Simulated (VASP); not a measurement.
# Mg3Te2O (Cmcm) in VASP: further runs

Runs on Mg3Te2O. Level: PBE. Tasks: single point.

Everything below comes from runs of VASP 6.6.1. Logs are shortened: lines on timing, memory, paths and dates and some standing lists are left out, and cuts for length are marked.

## (1) The cell of the first run

It takes space group Cmcm (No. 63, orthorhombic). The conventional cell has a = 13.206 Å, b = 6.738 Å, c = 6.168 Å, α = 90.00°, β = 90.00°, γ = 90.00°. Within 2.6 Å of Mg (site symmetry m) lie 1 O at 1.98 Å. Mg (site symmetry 2/m) has 2 O at 2.00 Å within 2.7 Å. Te (site symmetry m) has 7 Mg at 2.84 to 3.92 Å and 4 O at 3.61 to 4.25 Å and 5 Te at 4.02 to 4.24 Å within 4.3 Å. O (site symmetry m2m) has 4 Mg at 1.98 to 2.00 Å within 2.6 Å.

## (2) Single point, PBE

INCAR

```
SYSTEM = Mg3Te2O
PREC     = Accurate       ! precision mode
ENCUT    = 520            ! plane-wave cutoff, eV
EDIFF    = 1E-7           ! SCF threshold, eV
ISMEAR   = 0              ! smearing method
SIGMA    = 0.1            ! smearing width, eV
LREAL    = .FALSE.        ! projectors in reciprocal space
LASPH    = .TRUE.         ! aspherical terms in the spheres
NELM     = 60             ! most SCF steps
ALGO     = Normal         ! electronic algorithm
ISIF     = 2              ! what is computed and relaxed
LWAVE    = .FALSE.        ! write WAVECAR
LCHARG   = .TRUE.         ! write CHGCAR
GGA      = PE             ! functional
LELF     = .TRUE.         ! ELF
LVHAR    = .TRUE.       
NBANDS   = 36             ! bands
```

KPOINTS

```
Automatic mesh
0
G
  2 2 2
  0 0 0
```

POSCAR

```
Mg3Te2O
1.0
    0.0000000000      0.0000000000     -6.1684980413
    0.0000000000      6.7381381302      0.0000000000
    6.6032262609     -3.3690690651      0.0000000000
Mg Te O
6 4 2
Direct
    0.2500000000      0.8074279143      0.2660581130
    0.2500000000      0.5413698013      0.7339418870
    0.5000000000      0.0000000000      0.0000000000
    0.7500000000      0.4586301987      0.2660581130
    0.7500000000      0.1925720857      0.7339418870
    0.0000000000      0.0000000000      0.0000000000
    0.7500000000      0.5928762100      0.6954477776
    0.2500000000      0.4071237900      0.3045522224
    0.7500000000      0.8974284324      0.3045522224
    0.2500000000      0.1025715676      0.6954477776
    0.2500000000      0.8106009443      1.0000000000
    0.7500000000      0.1893990557      1.0000000000
```

Potentials or basis: VASP PAW PBE potentials, release 64 (Mg, Te, O).

Command:

```
$ cat potpaw_PBE.64/Mg/POTCAR potpaw_PBE.64/Te/POTCAR potpaw_PBE.64/O/POTCAR > POTCAR
$ mpirun -np 1 vasp_std > vasp.out
```

OUTCAR:

```text
SYSTEM = Mg3Te2O
   PREC = Accurate
   ENCUT = 520
   EDIFF = 1E-7
   ISMEAR = 0
   LREAL = .FALSE.
   LASPH = .TRUE.
   NELM = 60
   ISIF = 2
   GGA = PE

 ion  position               nearest neighbor table
   1  0.250  0.807  0.266-  11 1.98   8 2.84  10 2.89   9 3.13   9 3.13   6 3.21   3 3.21   2 3.51

   2  0.250  0.541  0.734-  11 1.98  10 2.84   8 2.89   7 3.13   7 3.13   6 3.21   3 3.21   1 3.51

   3  0.500  0.000  0.000-  11 2.00  12 2.00   9 3.06  10 3.06   7 3.06   8 3.06   6 3.08   6 3.08
                             1 3.21   2 3.21   4 3.21   5 3.21
   4  0.750  0.459  0.266-  12 1.98   9 2.84   7 2.89   8 3.13   8 3.13   6 3.21   3 3.21   5 3.51

   5  0.750  0.193  0.734-  12 1.98   7 2.84   9 2.89  10 3.13  10 3.13   6 3.21   3 3.21   4 3.51

   6  0.000  0.000  0.000-  11 2.00  12 2.00   9 3.06  10 3.06   7 3.06   8 3.06   3 3.08   3 3.08
                             5 3.21   2 3.21   1 3.21   4 3.21
   7  0.750  0.593  0.695-   5 2.84   4 2.89   3 3.06   6 3.06   2 3.13   2 3.13
   8  0.250  0.407  0.305-   1 2.84   2 2.89   3 3.06   6 3.06   4 3.13   4 3.13
   9  0.750  0.897  0.305-   4 2.84   5 2.89   3 3.06   6 3.06   1 3.13   1 3.13
  10  0.250  0.103  0.695-   2 2.84   1 2.89   3 3.06   6 3.06   5 3.13   5 3.13
  11  0.250  0.811  0.000-   1 1.98   2 1.98   3 2.00   6 2.00
  12  0.750  0.189  0.000-   4 1.98   5 1.98   3 2.00   6 2.00

  LATTYP: Found a base centered orthorhombic cell.
 ALAT       =     6.7381381302
 B/A-ratio  =     1.9599557425
 C/A-ratio  =     0.9154603129

  Lattice vectors:

 A1 = (  -6.6032262609,   3.3690690651,   0.0000000000)
 A2 = (   6.6032262609,   3.3690690651,   0.0000000000)
 A3 = (   0.0000000000,   0.0000000000,  -6.1684980413)

Analysis of symmetry for initial positions (statically):
=====================================================================
 Subroutine PRICEL returns:
 Original cell was already a primitive cell.

 Routine SETGRP: Setting up the symmetry group for a
 base centered orthorhombic supercell.

 Subroutine GETGRP returns: Found  8 space group operations
 (whereof  4 operations were pure point group operations)
 out of a pool of  8 trial point group operations.

The static configuration has the point symmetry C_2h.
 The point group associated with its full space group is D_2h.

Analysis of symmetry for dynamics (positions and initial velocities):
=====================================================================
 Subroutine PRICEL returns:
 Original cell was already a primitive cell.

 Routine SETGRP: Setting up the symmetry group for a
 base centered orthorhombic supercell.

 Subroutine GETGRP returns: Found  8 space group operations
 (whereof  4 operations were pure point group operations)
 out of a pool of  8 trial point group operations.

The dynamic configuration has the point symmetry C_2h.
 The point group associated with its full space group is D_2h.

 Subroutine INISYM returns: Found  8 space group operations
 (whereof  4 operations are pure point group operations),
 and found     1 'primitive' translations

----------------------------------------------------------------------------------------

                                     Primitive cell

  volume of cell :     274.4578

  direct lattice vectors                    reciprocal lattice vectors
     0.000000000  0.000000000 -6.168498041     0.000000000  0.000000000 -0.162114018
     0.000000000  6.738138130  0.000000000     0.075720561  0.148408949  0.000000000
     6.603226261 -3.369069065  0.000000000     0.151441123  0.000000000  0.000000000

  length of vectors
     6.168498041  6.738138130  7.413044140     0.162114018  0.166609783  0.151441123

  position of ions in fractional coordinates (direct lattice)
     0.250000000  0.807427914  0.266058113
     0.250000000  0.541369801  0.733941887
     0.500000000  0.000000000  0.000000000
     0.750000000  0.458630199  0.266058113
     0.750000000  0.192572086  0.733941887
     0.000000000  0.000000000  0.000000000
     0.750000000  0.592876210  0.695447778
     0.250000000  0.407123790  0.304552222
     0.750000000  0.897428432  0.304552222
     0.250000000  0.102571568  0.695447778
     0.250000000  0.810600944  0.000000000
     0.750000000  0.189399056  0.000000000

  ion indices of the primitive-cell ions
   primitive index   ion index
                 1           1
                 2           2
                 3           3
                 4           4
                 5           5
                 6           6
                 7           7
                 8           8
                 9           9
                10          10
                11          11
                12          12

----------------------------------------------------------------------------------------

 KPOINTS: Automatic mesh

Automatic generation of k-mesh.
 Grid dimensions read from file:
 generate k-points for:    2    2    2

 Generating k-lattice:

  Cartesian coordinates                     Fractional coordinates (reciprocal lattice)
     0.000000000  0.000000000 -0.081057009     0.500000000  0.000000000  0.000000000
     0.037860281  0.074204475  0.000000000     0.000000000  0.500000000  0.000000000
     0.075720561  0.000000000  0.000000000     0.000000000  0.000000000  0.500000000

  Length of vectors
     0.081057009  0.083304891  0.075720561

  Shift w.r.t. Gamma in fractional coordinates (k-lattice)
     0.000000000  0.000000000  0.000000000

 Subroutine IBZKPT returns following result:
 ===========================================

 Found      6 irreducible k-points:

 Following reciprocal coordinates:
            Coordinates               Weight
  0.000000  0.000000  0.000000      1.000000
  0.500000  0.000000  0.000000      1.000000
  0.000000  0.500000  0.000000      2.000000
  0.500000  0.500000  0.000000      2.000000
  0.000000  0.000000  0.500000      1.000000
  0.500000  0.000000  0.500000      1.000000
   k-points           NKPTS =      6   k-points in BZ     NKDIM =      6   number of bands    NBANDS=     36
   number of dos      NEDOS =    301   number of ions     NIONS =     12
   total plane-waves  NPLWV = 134400
   dimension x,y,z NGX =    48 NGY =   50 NGZ =   56
   dimension x,y,z NGXF=    96 NGYF=  100 NGZF=  112
   ions per type =               6   4   2
   NGX,Y,Z   is equivalent  to a cutoff of  12.94, 12.34, 12.56 a.u.
   NGXF,Y,Z  is equivalent  to a cutoff of  25.87, 24.67, 25.12 a.u.
 SYSTEM =  Mg3Te2O
   PREC   = accura    normal or accurate (medium, high low for compatibility)
   ISTART =      0    job   : 0-new  1-cont  2-samecut
   ICHARG =      2    charge: 1-file 2-atom 10-const
   ISPIN  =      1    spin polarized calculation?
   LNONCOLLINEAR =      F non collinear calculations
   LSORBIT =      F    spin-orbit coupling
   LASPH  =      T    aspherical Exc in radial PAW
   ENCUT  =  520.0 eV  38.22 Ry    6.18 a.u.  11.47 12.53 13.78*2*pi/ulx,y,z
   NELM   =     60;   NELMIN=  2; NELMDL= -5     # of ELM steps
   EDIFF  = 0.1E-06   stopping-criterion for ELM
   LREAL  =      F    real-space projection
   EDIFFG = 0.1E-05   stopping-criterion for IOM
   NSW    =      0    number of steps for IOM
   IBRION =     -1    ionic relax: 0-MD 1-quasi-New 2-CG
   NFREE  =      0    steps in history (QN), initial steepest desc. (CG)
   ISIF   =      2    stress and relaxation
   ISYM   =      2    0-nonsym 1-usesym 2-fastsym
   POTIM  = 0.5000    time-step for ionic-motion
   TEBEG  =    0.0;   TEEND  =   0.0 temperature during run
   PSTRESS=    0.0 pullay stress
   NELECT =      48.0000    total number of electrons
   NUPDOWN=      -1.0000    fix difference up-down
   EMIN   =  10.00;   EMAX   =-10.00  energy-range for DOS
   EFERMI =   0.00;   METHOD = LEGACY
   ISMEAR =     0;   SIGMA  =   0.10  broadening in eV -4-tet -1-fermi 0-gaus
   EFERMI_NEDOS =   21; number of points for ismear=-14 and -15
   IALGO  =     38    algorithm
   IMIX   =      4    mixing-type and parameters
     AMIX     =   0.40;   BMIX     =  1.00
     AMIX_MAG =   1.60;   BMIX_MAG =  1.00
  volume/ion in A,a.u.               =      22.87       154.34
  Fermi-wavevector in a.u.,A,eV,Ry     =   0.915511  1.730064 11.403856  0.838160
  Thomas-Fermi vector in A             =   2.040260
   LORBIT       =      0    0 simple, 1 ext, 2 COOP (PROOUT), +10 PAW based schemes
   GGA     = PE    functional components
   LHFCALC =     F    Hartree Fock is set to
   AEXX    =    0.0000 exact exchange contribution
   IVDW    =     0    specifies the selected vdW correction
   LEPSILON=     F    determine dielectric tensor
   LRPA    =     F    only Hartree local field effects (RPA)
 non-spin polarized calculation
 Gauss-broadening in eV      SIGMA  =   0.10
  energy-cutoff  :      520.00
  volume of cell :      274.46
 maximum number of plane-waves:      7434
 NGX is ok and might be reduce to    48

 number of electron      48.0000004 magnetization

 Free energy of the ion-electron system (eV)
  ---------------------------------------------------
  ext. energy  EPLUGINS =         0.00000000
  ---------------------------------------------------
  free energy    TOTEN  =       -48.42849401 eV

  energy without entropy =      -48.42849401  energy(sigma->0) =      -48.42849401

 E-fermi :   4.2757     XC(G=0):  -8.8902

 val. band max:        3.7544586572   @ k =   0.5000   0.0000   0.0000
 cond. band min:       5.4100838939   @ k =   0.0000   0.0000   0.0000
 fundamental gap:      1.6556252367
 Fermi energy:         4.2757459422

 k-point     1 :       0.0000    0.0000    0.0000
  band No.  band energies     occupation
      1     -14.1875      2.00000
      2     -14.0751      2.00000
      3      -7.0809      2.00000
      4      -6.2038      2.00000
      5      -6.1318      2.00000
      6      -6.0547      2.00000
[... 28 lines left out ...]
     35      10.0254      0.00000
     36      10.5713      0.00000
[... 164 lines left out ...]
      6      -6.3513      2.00000
[... 28 lines left out ...]
     35       9.1872      0.00000
     36       9.1872      0.00000

------------------------ aborting loop because EDIFF is reached ----------------------------------------

  FORCE on cell =-STRESS in cart. coord.  units (eV):
  Direction    XX          YY          ZZ          XY          YZ          ZX
  --------------------------------------------------------------------------------------
  -------------------------------------------------------------------------------------
  Total        0.0662670     -0.0189925     -0.4050168      0.0000000      0.0000000      0.0000000
  in kB        0.3868409     -0.1108708     -2.3643302      0.0000000      0.0000000      0.0000000
  external PRESSURE =      -0.6961200 kB  Pullay stress =       0.0000000 kB

 VOLUME and BASIS-vectors are now :
 -----------------------------------------------------------------------------
  energy-cutoff  :      520.00
  volume of cell :      274.46
      direct lattice vectors                 reciprocal lattice vectors
     0.000000000  0.000000000 -6.168498041     0.000000000  0.000000000 -0.162114018
     0.000000000  6.738138130  0.000000000     0.075720561  0.148408949  0.000000000
     6.603226261 -3.369069065  0.000000000     0.151441123  0.000000000  0.000000000

 POSITION                                       TOTAL-FORCE (eV/Angst)
 -----------------------------------------------------------------------------------
      1.75684      4.54419     -1.54212        -0.011435     -0.010648      0.000000
      4.84638      1.17512     -1.54212         0.011435     -0.010648     -0.000000
      0.00000      0.00000     -3.08425        -0.000000     -0.000000      0.000000
      1.75684      2.19395     -4.62637        -0.011435      0.010648     -0.000000
      4.84638     -1.17512     -4.62637         0.011435      0.010648     -0.000000
      0.00000      0.00000      0.00000        -0.000000     -0.000000      0.000000
      4.59220      1.65187     -4.62637         0.066359     -0.024070      0.000000
      2.01103      1.71720     -1.54212        -0.066359      0.024070      0.000000
      2.01103      5.02094     -4.62637        -0.066359     -0.024070      0.000000
      4.59220     -1.65187     -1.54212         0.066359      0.024070      0.000000
      0.00000      5.46194     -1.54212        -0.000000      0.014056      0.000000
      0.00000      1.27620     -4.62637        -0.000000     -0.014056      0.000000
 -----------------------------------------------------------------------------------
    total drift:                               -0.000000      0.000000     -0.000000

  FREE ENERGIE OF THE ION-ELECTRON SYSTEM (eV)
  ---------------------------------------------------
  free  energy   TOTEN  =       -48.4284940114 eV

  energy  without entropy=      -48.4284940114  energy(sigma->0) =      -48.42849401
```

It took 3.6 min on 1 thread of Intel Xeon 8259CL, shared host; peak memory 0.37 GiB.

What came out:

- Free energy: -48.4285 eV
- Pressure: -0.1 GPa
- Largest force: 0.071 eV/Å
- Band gap on the k mesh: 1.66 eV (least direct gap 2.06 eV)

Forces on the atoms (eV/Å):
```
Mg  -0.011 -0.011  0.000
Mg   0.011 -0.011  0.000
Mg   0.000  0.000  0.000
Mg  -0.011  0.011  0.000
Mg   0.011  0.011  0.000
Mg   0.000  0.000  0.000
Te   0.066 -0.024  0.000
Te  -0.066  0.024  0.000
Te  -0.066 -0.024  0.000
Te   0.066  0.024  0.000
O    0.000  0.014  0.000
O    0.000 -0.014  0.000
```

Stress tensor (GPa, compression positive):
```
 0.04  0.00  0.00
 0.00 -0.01  0.00
 0.00  0.00 -0.24
```

Levels at points of the mesh, in eV from the valence-band top:
| k point | band 21 | band 22 | band 23 | band 24 | band 25 | band 26 | band 27 | band 28 |
| --- | --- | --- | --- | --- | --- | --- | --- | --- |
| (0.00, 0.00, 0.00) | -1.28 | -0.64 | -0.63 | -0.40 | 1.66 | 1.74 | 3.09 | 3.41 |
| (0.50, 0.00, 0.00) | -1.31 | -1.31 | 0.00 | 0.00 | 3.02 | 3.02 | 4.47 | 4.47 |
| (0.00, 0.50, 0.00) | -1.18 | -0.97 | -0.67 | -0.53 | 2.90 | 3.27 | 3.46 | 3.56 |
| (0.50, 0.50, 0.00) | -0.79 | -0.79 | -0.70 | -0.70 | 2.87 | 2.87 | 3.17 | 3.17 |
| (0.00, 0.00, 0.50) | -1.33 | -1.25 | -0.50 | -0.45 | 1.85 | 2.10 | 2.58 | 3.43 |
| (0.50, 0.00, 0.50) | -1.12 | -1.12 | -0.71 | -0.71 | 3.63 | 3.63 | 3.92 | 3.92 |

Caveat: the k points lie up to 0.52 Å⁻¹ apart; spin-orbit coupling is left out, which moves the levels of the heavy elements. A k mesh can miss the band edges.

## (3) Single point, PBE

This run uses another cell than the first one, of the same volume but with other edges.

INCAR

```
PREC     = Accurate       # precision mode
ENCUT    = 520            # plane-wave cutoff, eV
EDIFF    = 1E-7           # SCF threshold, eV
ISMEAR   = 0              # smearing method
SIGMA    = 0.02           # smearing width, eV
LREAL    = F              # projectors in reciprocal space
LASPH    = T              # aspherical terms in the spheres
NELM     = 100            # most SCF steps
ALGO     = Normal         # electronic algorithm
ISIF     = 2              # what is computed and relaxed
LWAVE    = F              # write WAVECAR
LCHARG   = T              # write CHGCAR
GGA      = PE             # functional
LELF     = T              # ELF
LVHAR    = T            
NBANDS   = 36             # bands
```

KPOINTS

```
Automatic mesh
0
Gamma
  6 6 6
```

POSCAR

```
Mg3Te2O
1.0
    6.6032262609     -3.3690690651      0.0000000000
    6.6032262609      3.3690690651      0.0000000000
    0.0000000000      0.0000000000      6.1684980413
Mg Te O
6 4 2
Direct
    0.4586301987      0.8074279143      0.7500000000
    0.1925720857      0.5413698013      0.7500000000
    0.0000000000      0.0000000000      0.5000000000
    0.8074279143      0.4586301987      0.2500000000
    0.5413698013      0.1925720857      0.2500000000
    0.0000000000      0.0000000000      0.0000000000
    0.1025715676      0.5928762100      0.2500000000
    0.8974284324      0.4071237900      0.7500000000
    0.4071237900      0.8974284324      0.2500000000
    0.5928762100      0.1025715676      0.7500000000
    0.1893990557      0.8106009443      0.7500000000
    0.8106009443      0.1893990557      0.2500000000
```

Potentials or basis: VASP PAW PBE potentials, release 64 (Mg, Te, O).

Command:

```
$ cat potpaw_PBE.64/Mg/POTCAR potpaw_PBE.64/Te/POTCAR potpaw_PBE.64/O/POTCAR > POTCAR
$ mpirun -np 1 vasp_std > vasp.out
```

Wall time 15 min (1 thread of Intel Xeon 8259CL, shared host); peak memory 0.67 GiB.

Results (log left out):

| Property | Result |
| --- | --- |
| Free energy | -48.5209 eV |
| Pressure | -0.1 GPa |
| Largest force | 0.009 eV/Å |
| Band gap on the k mesh | 1.66 eV (least direct gap 2.06 eV) |

Forces on the atoms (eV/Å):
```
Mg  -0.003  0.002  0.000
Mg   0.003  0.002  0.000
Mg   0.000  0.000  0.000
Mg  -0.003 -0.002  0.000
Mg   0.003 -0.002  0.000
Mg   0.000  0.000  0.000
Te  -0.002  0.001  0.000
Te   0.002 -0.001  0.000
Te   0.002  0.001  0.000
Te  -0.002 -0.001  0.000
O    0.000  0.009  0.000
O    0.000 -0.009  0.000
```

Levels at points of the mesh, in eV from the valence-band top:
```tsv
k point	band 21	band 22	band 23	band 24	band 25	band 26	band 27	band 28
(0.00, 0.00, 0.00)	-1.28	-0.64	-0.63	-0.40	1.66	1.75	3.10	3.42
(0.50, 0.00, 0.00)	-1.18	-0.97	-0.67	-0.53	2.91	3.28	3.47	3.57
(0.50, 0.50, 0.00)	-1.33	-1.25	-0.50	-0.45	1.85	2.11	2.59	3.44
(0.00, 0.00, 0.50)	-1.31	-1.31	0.00	0.00	3.03	3.03	4.48	4.48
(0.50, 0.00, 0.50)	-0.79	-0.79	-0.70	-0.70	2.88	2.88	3.18	3.18
(0.50, 0.50, 0.50)	-1.12	-1.12	-0.71	-0.71	3.64	3.64	3.92	3.92
```

Caveat: spin-orbit coupling is left out, which moves the levels of the heavy elements.
